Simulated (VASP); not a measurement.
# SiNi2 in VASP: further runs, part 2 of 2

VASP 6.6.1. The steps go on from the part before.

## 3. Single point, PBE

This run uses another cell than the first one: it holds 12 atoms, not 6.

INCAR

```
  PREC = Accurate
  ENCUT = 600
  EDIFF = 1E-6
  ISMEAR = 0
  SIGMA = 0.2
  LREAL = False
  LASPH = True
  NELM = 120
  ALGO = Normal
  ISIF = 2
  LWAVE = False
  LCHARG = True
  GGA = PE
  LELF = True
  LVHAR = True
  NBANDS = 60
  GGA_COMPAT = False
```

KPOINTS

```
Automatic mesh
0
Gamma
  6 6 2
```

POSCAR

```
SiNi2
1.0
    3.9115680312     -0.0003589754      0.0001807268
   -1.9560929808      3.3881041130     -0.0001459304
    0.0004343199     -0.0001685485      9.9829816555
Si Ni
4 8
Direct
    0.3334080076      0.6667422045      0.3750014932
    0.3333572683      0.6666546295      0.8750081142
    0.6665374922      0.3332262613      0.1249987776
    0.6666883499      0.3333810789      0.6250098105
    1.0000818567      0.0000683742      0.4999973818
   -0.0000778180     -0.0000769495     -0.0000030431
    0.0000106548     -0.0000063664      0.2499986191
    0.0000024608      0.0000212361      0.7499973715
    0.3332420081      0.6665727996      0.1250030792
    0.3333888989      0.6667297068      0.6249933403
    0.6667067746      0.3333840102      0.3750044760
    0.6666540459      0.3333030148      0.8749905797
```

Potentials or basis: VASP PAW PBE potentials, release 64 (Si, Ni).

Command:

```console
cat potpaw_PBE.64/Si/POTCAR potpaw_PBE.64/Ni/POTCAR > POTCAR
mpirun -np 1 vasp_std > vasp.out
```

OUTCAR:

```text
PREC = Accurate
   ENCUT = 600
   EDIFF = 1E-6
   ISMEAR = 0
   LREAL = False
   LASPH = True
   NELM = 120
   ISIF = 2
   GGA = PE

 ion  position               nearest neighbor table
   1  0.333  0.667  0.375-  11 2.26  11 2.26  11 2.26  10 2.50   9 2.50   7 2.58   5 2.58   5 2.58
                             5 2.58   7 2.58   7 2.58
   2  0.333  0.667  0.875-  12 2.26  12 2.26  12 2.26   9 2.50  10 2.50   6 2.58   8 2.58   8 2.58
                             6 2.58   6 2.58   8 2.58
   3  0.667  0.333  0.125-   9 2.26   9 2.26   9 2.26  11 2.50  12 2.50   7 2.58   6 2.58   6 2.58
                             6 2.58   7 2.58   7 2.58
   4  0.667  0.333  0.625-  10 2.26  10 2.26  10 2.26  12 2.50  11 2.50   8 2.58   5 2.58   8 2.58
                             8 2.58   5 2.58   5 2.58
   5  0.000  0.000  0.500-   7 2.50   8 2.50  11 2.58   4 2.58  10 2.58   1 2.58   1 2.58  10 2.58
                            11 2.58  10 2.58   1 2.58   4 2.58  11 2.58   4 2.58
   6  1.000  1.000  1.000-   8 2.50   7 2.50   2 2.58   3 2.58   9 2.58  12 2.58  12 2.58   2 2.58
                             9 2.58   3 2.58  12 2.58   9 2.58   3 2.58   2 2.58
   7  0.000  1.000  0.250-   5 2.50   6 2.50   3 2.58   1 2.58   9 2.58   9 2.58  11 2.58  11 2.58
[... 252 lines left out ...]
      5       4.6143      2.00000
      6       5.9980      2.00000
[... 1501 lines left out ...]
     59      15.3356      0.00000
     60      15.3361      0.00000

 [... further k-points ...]
[... 5 lines left out ...]
  --------------------------------------------------------------------------------------
  -------------------------------------------------------------------------------------
  Total        0.0468782      0.0324499     -0.1184140      0.0111837      0.0014924     -0.0040005
  in kB        0.5677230      0.3929875     -1.4340652      0.1354409      0.0180737     -0.0484484
  external PRESSURE =      -0.1577849 kB  Pullay stress =       0.0000000 kB

 VOLUME and BASIS-vectors are now :
 -----------------------------------------------------------------------------
  energy-cutoff  :      600.00
  volume of cell :      132.30
      direct lattice vectors                 reciprocal lattice vectors
     3.911568031 -0.000358975  0.000180727     0.255665498  0.147606292 -0.000008631
    -1.956092981  3.388104113 -0.000145930     0.000027088  0.295165955  0.000004982
     0.000434320 -0.000168549  9.982981655    -0.000004628  0.000001643  0.100170474

 POSITION                                       TOTAL-FORCE (eV/Angst)
 -----------------------------------------------------------------------------------
      0.00010      2.25881      3.74360         0.000673     -0.000118     -0.000055
      0.00029      2.25843      8.73515         0.000227      0.000447     -0.000237
      1.95544      1.12874      1.24793         0.000091     -0.000035      0.000145
      1.95594      1.12919      6.23953        -0.000539     -0.000713     -0.000428
      0.00040      0.00015      4.99146        -0.000574     -0.000136      0.000106
      1.95576      3.38732      9.98299         0.000320      0.000179      0.000286
     -1.95593      3.38804      2.49559        -0.000647     -0.000248      0.000135
      0.00029     -0.00005      7.48721         0.000439     -0.000044     -0.000143
     -0.00033      2.25828      1.24787        -0.000253      0.000441     -0.000056
      0.00016      2.25872      6.23926        -0.000532     -0.000350      0.000101
      1.95590      1.12924      3.74373         0.000650      0.000296     -0.000258
      1.95607      1.12888      8.73509         0.000145      0.000280      0.000404
 -----------------------------------------------------------------------------------
    total drift:                               -0.000000     -0.000001      0.000034

  FREE ENERGIE OF THE ION-ELECTRON SYSTEM (eV)
  ---------------------------------------------------
  free  energy   TOTEN  =       -71.6351690634 eV

  energy  without entropy=      -71.5190763898  energy(sigma->0) =      -71.57712273
```

Run time: 5.3 min. Hardware: 1 thread of AMD EPYC 9R45 (Zen 5), shared host; peak memory 0.4 GiB.

What came out:

| Quantity | Value |
| --- | --- |
| Free energy | -71.6352 eV |
| Pressure | 0.0 GPa |
| Band gap on the k mesh | zero (band 48 reaches 13.62 eV, above the bottom of band 49 at 10.42 eV) |
